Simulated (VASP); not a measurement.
# H2C9 in VASP: a series of runs

Runs on H2C9. Level: LDA. Tasks: single point.

Everything below comes from runs of VASP 6.6.1. Logs are shortened: lines on timing, memory, paths and dates and some standing lists are left out, and cuts for length are marked.

## Step 1: The cell of the first run

The cell holds a slab with vacuum, 22 atoms: a = 2.497 Å, b = 4.995 Å, c = 20.566 Å, α = 90.00°, β = 90.00°, γ = 90.00°.

## Step 2: Single point, LDA

Contents of INCAR:

```
PREC = Accurate
ENCUT = 520
EDIFF = 1E-6
ISMEAR = 0
SIGMA = 0.05
LREAL = Auto
LASPH = T
NELM = 60
ALGO = Normal
ISIF = 2
LWAVE = F
LCHARG = F
LDIPOL = T
IDIPOL = 3
DIPOL = 0.5 0.5 0.363
NBANDS = 55
```

Contents of KPOINTS:

```
regular mesh
0
Gamma
  10 5 1
```

Contents of POSCAR:

```
H2C9
1.0
    2.4973154970      0.0000000000      0.0000000000
    0.0000000000      4.9946309939      0.0000000000
    0.0000000000      0.0000000000     20.5658806949
C H
18 4
Direct
    0.0000000000      0.2500000000      0.2262196243
    0.0000000000      0.7500000000      0.2262196243
    0.0000000000      0.5000000000      0.2691516229
    0.0000000000      0.0000000000      0.2691516229
    0.5000000000      0.5000000000      0.3120836215
    0.5000000000      0.0000000000      0.3120836215
    0.5000000000      0.7500000000      0.3550156201
    0.5000000000      0.2500000000      0.3550156201
    0.0000000000      0.7521409932      0.4008152447
    0.0000000000      0.2478484667      0.4008194267
    0.0000000000     -0.0000499717      0.4493920139
    0.0000000000      0.5000052675      0.4431701701
    0.5000000000     -0.0000558719      0.4972968507
    0.5000000000      0.4999714267      0.4858637431
    0.5000000000      0.2690119003      0.5386574951
    0.5000000000      0.7308297618      0.5386710748
    0.0000000000      0.3611969748      0.5752502274
    0.0000000000      0.6385307801      0.5752502274
   -0.2843917683      0.2504266612      0.1890712551
    0.2843917683      0.2504266612      0.1890712551
    0.2843917683      0.7495733388      0.1890712551
   -0.2843917683      0.7495733388      0.1890712551
```

Potentials or basis: VASP PAW LDA potentials, release 64 (C, H).

Run with:

```
> cat potpaw_LDA.64/C/POTCAR potpaw_LDA.64/H/POTCAR > POTCAR
> mpirun -np 1 vasp_std > vasp.out
```

OUTCAR:

```text
PREC = Accurate
   ENCUT = 520
   EDIFF = 1E-6
   ISMEAR = 0
   LREAL = Auto
   LASPH = T
   NELM = 60
   ISIF = 2

 ion  position               nearest neighbor table
   1  0.000  0.250  0.226-  19 1.04  20 1.04   3 1.53   4 1.53
   2  0.000  0.750  0.226-  21 1.04  22 1.04   3 1.53   4 1.53
   3  0.000  0.500  0.269-   1 1.53   2 1.53   5 1.53   5 1.53
   4  0.000  0.000  0.269-   1 1.53   2 1.53   6 1.53   6 1.53
   5  0.500  0.500  0.312-   7 1.53   8 1.53   3 1.53   3 1.53
   6  0.500  0.000  0.312-   7 1.53   8 1.53   4 1.53   4 1.53
[... 8 lines left out ...]
  15  0.500  0.269  0.539-  17 1.53  17 1.53  14 1.58  13 1.59
  16  0.500  0.731  0.539-  18 1.53  18 1.53  14 1.58  13 1.59
  17  0.000  0.361  0.575-  18 1.39  15 1.53  15 1.53
  18  0.000  0.639  0.575-  17 1.39  16 1.53  16 1.53
  19  0.716  0.250  0.189-   1 1.04
  20  0.284  0.250  0.189-   1 1.04
  21  0.284  0.750  0.189-   2 1.04
  22  0.716  0.750  0.189-   2 1.04

  LATTYP: Found a simple orthorhombic cell.
 ALAT       =     2.4973154970
 B/A-ratio  =     2.0000000000
 C/A-ratio  =     8.2351952405

  Lattice vectors:

 A1 = (   2.4973154970,   0.0000000000,   0.0000000000)
 A2 = (   0.0000000000,   4.9946309939,   0.0000000000)
 A3 = (   0.0000000000,   0.0000000000,  20.5658806949)

Analysis of symmetry for initial positions (statically):
=====================================================================
 Subroutine PRICEL returns:
 Original cell was already a primitive cell.

 Routine SETGRP: Setting up the symmetry group for a
 simple orthorhombic supercell.

 Subroutine GETGRP returns: Found  2 space group operations
 (whereof  2 operations were pure point group operations)
 out of a pool of  8 trial point group operations.

The static configuration has the point symmetry C_1h.

Analysis of symmetry for dynamics (positions and initial velocities):
=====================================================================
 Subroutine PRICEL returns:
 Original cell was already a primitive cell.

 Routine SETGRP: Setting up the symmetry group for a
 simple orthorhombic supercell.

 Subroutine GETGRP returns: Found  2 space group operations
 (whereof  2 operations were pure point group operations)
 out of a pool of  8 trial point group operations.

The dynamic configuration has the point symmetry C_1h.

 Subroutine INISYM returns: Found  2 space group operations
 (whereof  2 operations are pure point group operations),
 and found     1 'primitive' translations

----------------------------------------------------------------------------------------

                                     Primitive cell

  volume of cell :     256.5217

  direct lattice vectors                    reciprocal lattice vectors
     2.497315497  0.000000000  0.000000000     0.400429982  0.000000000  0.000000000
     0.000000000  4.994630994  0.000000000     0.000000000  0.200214991  0.000000000
     0.000000000  0.000000000 20.565880695     0.000000000  0.000000000  0.048624225

  length of vectors
     2.497315497  4.994630994 20.565880695     0.400429982  0.200214991  0.048624225

  position of ions in fractional coordinates (direct lattice)
     0.000000000  0.250000000  0.226219624
     0.000000000  0.750000000  0.226219624
     0.000000000  0.500000000  0.269151623
     0.000000000  0.000000000  0.269151623
     0.500000000  0.500000000  0.312083622
     0.500000000  0.000000000  0.312083622
[... 14 lines left out ...]
     0.284391768  0.749573339  0.189071255
     0.715608232  0.749573339  0.189071255

  ion indices of the primitive-cell ions
   primitive index   ion index
                 1           1
                 2           2
                 3           3
                 4           4
                 5           5
                 6           6
[... 14 lines left out ...]
                21          21
                22          22

----------------------------------------------------------------------------------------

 KPOINTS: regular mesh

Automatic generation of k-mesh.
 Grid dimensions read from file:
 generate k-points for:   10    5    1

 Generating k-lattice:

  Cartesian coordinates                     Fractional coordinates (reciprocal lattice)
     0.040042998  0.000000000  0.000000000     0.100000000  0.000000000  0.000000000
     0.000000000  0.040042998  0.000000000     0.000000000  0.200000000  0.000000000
     0.000000000  0.000000000  0.048624225     0.000000000  0.000000000  1.000000000

  Length of vectors
     0.040042998  0.040042998  0.048624225

  Shift w.r.t. Gamma in fractional coordinates (k-lattice)
     0.000000000  0.000000000  0.000000000

 Subroutine IBZKPT returns following result:
 ===========================================

 Found     18 irreducible k-points:

 Following reciprocal coordinates:
            Coordinates               Weight
  0.000000  0.000000  0.000000      1.000000
  0.100000  0.000000  0.000000      2.000000
  0.200000  0.000000  0.000000      2.000000
  0.300000  0.000000  0.000000      2.000000
  0.400000  0.000000  0.000000      2.000000
  0.500000  0.000000  0.000000      1.000000
[... 10 lines left out ...]
  0.400000  0.400000  0.000000      4.000000
  0.500000  0.400000  0.000000      2.000000
   k-points           NKPTS =     18   k-points in BZ     NKDIM =     18   number of bands    NBANDS=     55
   number of dos      NEDOS =    301   number of ions     NIONS =     22
   total plane-waves  NPLWV = 128000
   dimension x,y,z NGX =    20 NGY =   40 NGZ =  160
   dimension x,y,z NGXF=    40 NGYF=   80 NGZF=  320
   ions per type =              18   4
   NGX,Y,Z   is equivalent  to a cutoff of  13.31, 13.31, 12.93 a.u.
   NGXF,Y,Z  is equivalent  to a cutoff of  26.63, 26.63, 25.87 a.u.
 SYSTEM =  unknown system
   PREC   = accura    normal or accurate (medium, high low for compatibility)
   ISTART =      0    job   : 0-new  1-cont  2-samecut
   ICHARG =      2    charge: 1-file 2-atom 10-const
   ISPIN  =      1    spin polarized calculation?
   LNONCOLLINEAR =      F non collinear calculations
   LSORBIT =      F    spin-orbit coupling
   LASPH  =      T    aspherical Exc in radial PAW
   ENCUT  =  520.0 eV  38.22 Ry    6.18 a.u.   4.64  9.29 38.24*2*pi/ulx,y,z
   NELM   =     60;   NELMIN=  2; NELMDL= -5     # of ELM steps
   EDIFF  = 0.1E-05   stopping-criterion for ELM
   LREAL  =      T    real-space projection
   EDIFFG = 0.1E-04   stopping-criterion for IOM
   NSW    =      0    number of steps for IOM
   IBRION =     -1    ionic relax: 0-MD 1-quasi-New 2-CG
   NFREE  =      0    steps in history (QN), initial steepest desc. (CG)
   ISIF   =      2    stress and relaxation
   ISYM   =      2    0-nonsym 1-usesym 2-fastsym
   POTIM  = 0.5000    time-step for ionic-motion
   TEBEG  =    0.0;   TEEND  =   0.0 temperature during run
   PSTRESS=    0.0 pullay stress
   NELECT =      76.0000    total number of electrons
   NUPDOWN=      -1.0000    fix difference up-down
   EMIN   =  10.00;   EMAX   =-10.00  energy-range for DOS
   EFERMI =   0.00;   METHOD = LEGACY
   ISMEAR =     0;   SIGMA  =   0.05  broadening in eV -4-tet -1-fermi 0-gaus
   EFERMI_NEDOS =   21; number of points for ismear=-14 and -15
   IALGO  =     38    algorithm
   IMIX   =      4    mixing-type and parameters
     AMIX     =   0.40;   BMIX     =  1.00
     AMIX_MAG =   1.60;   BMIX_MAG =  1.00
  volume/ion in A,a.u.               =      11.66        78.69
  Fermi-wavevector in a.u.,A,eV,Ry     =   1.091368  2.062387 16.205691  1.191085
  Thomas-Fermi vector in A             =   2.227612
   LORBIT       =      0    0 simple, 1 ext, 2 COOP (PROOUT), +10 PAW based schemes
   GGA     = CA    functional components
   LHFCALC =     F    Hartree Fock is set to
   AEXX    =    0.0000 exact exchange contribution
   IVDW    =     0    specifies the selected vdW correction
   LEPSILON=     F    determine dielectric tensor
   LRPA    =     F    only Hartree local field effects (RPA)
 non-spin polarized calculation
 Gauss-broadening in eV      SIGMA  =   0.05
  energy-cutoff  :      520.00
  volume of cell :      256.52
 maximum number of plane-waves:      6975
 NGX is ok and might be reduce to    20
   NGX =  9   NGY = 19   NGZ = 77

 dipolmoment           0.000000      0.000000     -0.000119 electrons x Angstroem

 number of electron      76.0000014 magnetization

 dipolmoment           0.000000      0.000000      0.268695 electrons x Angstroem

 Free energy of the ion-electron system (eV)
  ---------------------------------------------------
  ext. energy  EPLUGINS =         0.00000000
  ---------------------------------------------------
  free energy    TOTEN  =      -187.79147703 eV

  energy without entropy =     -187.79147703  energy(sigma->0) =     -187.79147703

 E-fermi :   2.4171     XC(G=0):  -6.6708

 val. band max:        2.1660128824   @ k =   0.0000   0.0000   0.0000
 cond. band min:       3.0338194071   @ k =   0.5000   0.4000   0.0000
 fundamental gap:      0.8678065247
 Fermi energy:         2.4171132491

 k-point     1 :       0.0000    0.0000    0.0000
  band No.  band energies     occupation
      1     -19.2837      2.00000
      2     -18.4382      2.00000
      3     -16.9155      2.00000
      4     -15.0227      2.00000
      5     -14.8341      2.00000
      6     -14.6569      2.00000
[... 42 lines left out ...]
     49       7.7515      0.00000
     50       7.7745      0.00000

 k-point     2 :       0.1000    0.0000    0.0000
  band No.  band energies     occupation
      1     -19.0963      2.00000
      2     -18.2524      2.00000
      3     -16.7332      2.00000
      4     -14.8451      2.00000
      5     -14.6599      2.00000
      6     -14.4777      2.00000
[... 42 lines left out ...]
     49       7.9016      0.00000
     50       7.9504      0.00000

 k-point     3 :       0.2000    0.0000    0.0000
  band No.  band energies     occupation
      1     -18.5364      2.00000
      2     -17.6979      2.00000
      3     -16.1921      2.00000
      4     -14.3256      2.00000
      5     -14.1408      2.00000
      6     -13.9437      2.00000
[... 42 lines left out ...]
     49       8.2799      0.00000
     50       8.7207      0.00000

 k-point     4 :       0.3000    0.0000    0.0000
  band No.  band energies     occupation
      1     -17.6127      2.00000
      2     -16.7850      2.00000
      3     -15.3168      2.00000
      4     -13.5471      2.00000
      5     -13.2877      2.00000
      6     -13.0668      2.00000
[... 678 lines left out ...]
     49       9.3205      0.00000
     50       9.4551      0.00000

 k-point    17 :       0.4000    0.4000    0.0000
  band No.  band energies     occupation
      1     -15.6734      2.00000
      2     -15.1067      2.00000
      3     -14.6209      2.00000
      4     -13.8410      2.00000
      5     -13.3348      2.00000
      6     -12.7546      2.00000
[... 42 lines left out ...]
     49       9.1122      0.00000
     50       9.7047      0.00000

 k-point    18 :       0.5000    0.4000    0.0000
  band No.  band energies     occupation
      1     -14.1647      2.00000
      2     -14.1034      2.00000
      3     -13.7221      2.00000
      4     -13.5673      2.00000
      5     -13.1947      2.00000
      6     -13.1218      2.00000
[... 42 lines left out ...]
     49       9.1907      0.00000
     50       9.4689      0.00000
 [bands above 50 left out]

------------------------ aborting loop because EDIFF is reached ----------------------------------------

 vacuum level on the upper side and lower side of the slab       (xc-potential included)         1.723        -2.058

  FORCE on cell =-STRESS in cart. coord.  units (eV):
  Direction    XX          YY          ZZ          XY          YZ          ZX
  --------------------------------------------------------------------------------------
  -------------------------------------------------------------------------------------
  Total       32.1404032     -5.0073665    -23.4685397      0.0000000      0.0195218      0.0000000
  in kB      200.7417801    -31.2748926   -146.5792573      0.0000000      0.1219288      0.0000000
  external PRESSURE =       7.6292101 kB  Pullay stress =       0.0000000 kB

 VOLUME and BASIS-vectors are now :
 -----------------------------------------------------------------------------
  energy-cutoff  :      520.00
  volume of cell :      256.52
      direct lattice vectors                 reciprocal lattice vectors
     2.497315497  0.000000000  0.000000000     0.400429982  0.000000000  0.000000000
     0.000000000  4.994630994  0.000000000     0.000000000  0.200214991  0.000000000
     0.000000000  0.000000000 20.565880695     0.000000000  0.000000000  0.048624225

 POSITION                                       TOTAL-FORCE (eV/Angst)
 -----------------------------------------------------------------------------------
      0.00000      1.24866      4.65241         0.000000      0.004419      1.915419
      0.00000      3.74597      4.65241         0.000000     -0.004345      1.915427
      0.00000      2.49732      5.53534         0.000000     -0.000041     -1.776384
      0.00000      0.00000      5.53534         0.000000      0.000016     -1.805857
      1.24866      2.49732      6.41827         0.000000      0.000045      0.453935
      1.24866      0.00000      6.41827         0.000000      0.000113      0.214550
[... 14 lines left out ...]
      0.71022      3.74384      3.88842         0.035049      0.002059     -0.035720
      1.78710      3.74384      3.88842        -0.035049      0.002059     -0.035720
 -----------------------------------------------------------------------------------
    total drift:                                0.000000     -0.000852     -0.012768

  FREE ENERGIE OF THE ION-ELECTRON SYSTEM (eV)
  ---------------------------------------------------
  free  energy   TOTEN  =      -187.7914770322 eV

  energy  without entropy=     -187.7914770322  energy(sigma->0) =     -187.79147703

 vacuum level on the upper side and lower side of the slab         7.623         3.740
```

Wall time 4.6 min (1 thread of AMD EPYC 9R45 (Zen 5), shared host); peak memory 0.33 GiB.

Results:

```yaml
Free_energy: -187.7915 eV
Largest_force: 2.127 eV/Å
Band_gap_on_the_k_mesh: 0.87 eV (least direct gap 1.05 eV)
```

Forces on the atoms (eV/Å):
```
C    0.000  0.004  1.915
C    0.000 -0.004  1.915
C    0.000  0.000 -1.776
C    0.000  0.000 -1.806
C    0.000  0.000  0.454
C    0.000  0.000  0.215
C    0.000  0.645  1.740
C    0.000 -0.646  1.742
C    0.000  0.012  0.004
C    0.000 -0.014  0.002
C    0.000  0.003  0.010
C    0.000 -0.004 -0.002
C    0.000 -0.002  0.003
C    0.000  0.000 -0.001
C    0.000 -0.049 -0.010
C    0.000  0.047 -0.010
C    0.000 -0.055 -2.127
C    0.000  0.062 -2.126
H   -0.035 -0.002 -0.036
H    0.035 -0.002 -0.036
H    0.035  0.002 -0.036
H   -0.035  0.002 -0.036
```

Levels at points of the mesh, in eV from the valence-band top:
```tsv
k point	band 35	band 36	band 37	band 38	band 39	band 40	band 41	band 42
(0.00, 0.00, 0.00)	-1.38	-0.91	-0.60	0.00	1.05	1.69	2.92	3.85
(0.50, 0.00, 0.00)	-3.15	-2.76	-2.30	-2.14	0.92	3.69	3.87	4.33
```

## Step 3: Single point, LDA

Contents of INCAR:

```
SYSTEM = H2C9
  PREC = Accurate
  ENCUT = 520
  EDIFF = 1E-7
  ISMEAR = 0
  SIGMA = 0.05
  LREAL = Auto
  LASPH = .True.
  NELM = 80
  ALGO = Normal
  ISIF = 2
  LWAVE = .False.
  LCHARG = .False.
  LDIPOL = .True.
  IDIPOL = 3
  DIPOL = 0.5 0.5 0.355
  GGA = CA
  NBANDS = 55
```

Contents of KPOINTS:

```
regular mesh
0
Gamma
  10 5 1
  0 0 0
```

Contents of POSCAR:

```
H2C9
1.0
    2.4973154970      0.0000000000      0.0000000000
    0.0000000000      4.9946309939      0.0000000000
    0.0000000000      0.0000000000     20.5658806949
C H
18 4
Direct
    0.0000000000      0.2500000000      0.2262196243
    0.0000000000      0.7500000000      0.2262196243
    0.0000000000      0.5000000000      0.2691516229
    0.0000000000      0.0000000000      0.2691516229
    0.5000000000      0.5000000000      0.3120836215
    0.5000000000      0.0000000000      0.3120836215
    0.5000000000      0.7500000000      0.3550156201
    0.5000000000      0.2500000000      0.3550156201
    0.0000000000      0.7544320654      0.3940838398
    0.0000000000      0.2454407219      0.3944789314
    0.0000000000     -0.0021993726      0.4385940273
    0.0000000000      0.5012917559      0.4303938270
    0.5000000000     -0.0035094114      0.4814431250
    0.5000000000      0.5034026350      0.4677062953
    0.5000000000      0.2622344252      0.5157600534
    0.5000000000      0.7313671705      0.5181168431
    0.0000000000      0.3641377425      0.5407756523
    0.0000000000      0.6336386270      0.5475344195
   -0.2843917683      0.2504266612      0.1890712551
    0.2843917683      0.2504266612      0.1890712551
    0.2843917683      0.7495733388      0.1890712551
   -0.2843917683      0.7495733388      0.1890712551
```

Potentials or basis: VASP PAW LDA potentials, release 64 (C, H).

Run with:

```
> cat potpaw_LDA.64/C/POTCAR potpaw_LDA.64/H/POTCAR > POTCAR
> mpirun -np 1 vasp_std > vasp.out
```

Run time: 5.2 min. Hardware: 1 thread of AMD EPYC 9R45 (Zen 5), shared host; peak memory 0.33 GiB.

It converged, with:

- Free energy: -187.0711 eV
- Largest force: 4.706 eV/Å
- Band gap on the k mesh: 1.04 eV (least direct gap 1.07 eV)

Forces on the atoms (eV/Å):
```
C    0.000 -0.009  1.895
C    0.000  0.010  1.899
C    0.000 -0.007 -1.800
C    0.000  0.009 -1.872
C    0.000  0.001 -0.409
C    0.000  0.004 -0.926
C    0.000  1.243 -2.837
C    0.000 -1.244 -2.530
C    0.000  0.018  0.000
C    0.000 -0.022  0.006
C    0.000  0.005  0.016
C    0.000 -0.004  0.008
C    0.000  0.002  0.019
C    0.000 -0.010 -0.006
C    0.000 -0.054  0.012
C    0.000  0.067  0.011
C    0.000 -0.058  4.706
C    0.000  0.048  1.944
H   -0.034  0.004 -0.034
H    0.034  0.004 -0.034
H    0.034 -0.003 -0.034
H   -0.034 -0.003 -0.034
```

Levels at points of the mesh, in eV from the valence-band top:
| k point | band 35 | band 36 | band 37 | band 38 | band 39 | band 40 | band 41 | band 42 |
| --- | --- | --- | --- | --- | --- | --- | --- | --- |
| (0.00, 0.00, 0.00) | -1.69 | -0.62 | -0.21 | -0.03 | 1.04 | 2.63 | 2.82 | 3.05 |
| (0.50, 0.00, 0.00) | -3.93 | -3.69 | -3.16 | -1.96 | 1.29 | 3.82 | 3.90 | 4.66 |
